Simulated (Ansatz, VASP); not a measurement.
# Zr in VASP and in Ansatz

The input INCAR:

```
ALGO = Normal
EDIFF = 1E-8
ENCUT = 520
GGA = CA
ISIF = 2
ISMEAR = -1
LASPH = T
LCHARG = F
LEFG = T
LREAL = F
LWAVE = F
NBANDS = 19
NELM = 80
PREC = Accurate
SIGMA = 0.03
```

File KPOINTS:

```
k-points
0
Gamma
  13 13 7
```

Contents of POSCAR:

```
Zr
1.0
    3.2211887832      0.0000000000      0.0000000000
   -1.6105943915      2.7896313165      0.0000000000
    0.0000000000      0.0000000000      5.1297858246
Zr
2
Direct
    0.3333333333      0.6666666667      0.2500000000
    0.6666666667      0.3333333333      0.7500000000
```

Input for Ansatz:

```yaml
crystal:
  lattice:
    - [3.2211887832, 0.0, 0.0]
    - [-1.6105943915, 2.7896313165, 0.0]
    - [0.0, 0.0, 5.1297858246]
  atoms:
    - { symbol: Zr, position: [0.3333333333, 0.6666666667, 0.25] }
    - { symbol: Zr, position: [0.6666666667, 0.3333333333, 0.75] }
kpoints:
  mp_grid: { grid: [13, 13, 7] }
scf:
  occupations: { method: fermi_dirac, width: 0.03 }
hamiltonian:
  xc: lda
  pseudopotentials: { kind: paw }
output:
  forces: true
  stress: true
  eigenvalues: true
  efg: { contact_densities: true }
  write_density: true
  write_potential: true
  elf: true
  volumetric_format: npy
```

Change from the starting cell: volume scaled by 0.99, PAW files.

Alike in both runs: task electric field gradients; functional LDA; k mesh 13 × 13 × 7; occupations fermi-dirac, width 0.03 eV; no spin polarisation.

```csv
,VASP,Ansatz
version,VASP 6.6.1,Ansatz 0.2.0
potentials or method,"VASP PAW LDA potentials, release 64 (Zr_sv)","PAW with Ansatz's default frozen-core files, scalar-relativistic"
plane-wave cutoff (eV),520,420
valence electrons in the cell,24,24
```

```csv
,VASP,Ansatz,Ansatz less VASP
pressure (GPa),-5.2,-5.3,-0.09
"traceless stress, the component that is largest in VASP (GPa)",0.58,0.57,-0.013
size of Vzz on the site where it differs most (V/Å²),42.6,42.5,-0.02
```

LDA's correlation is that of Perdew and Zunger in VASP and of Perdew and Wang (1992) in Ansatz.
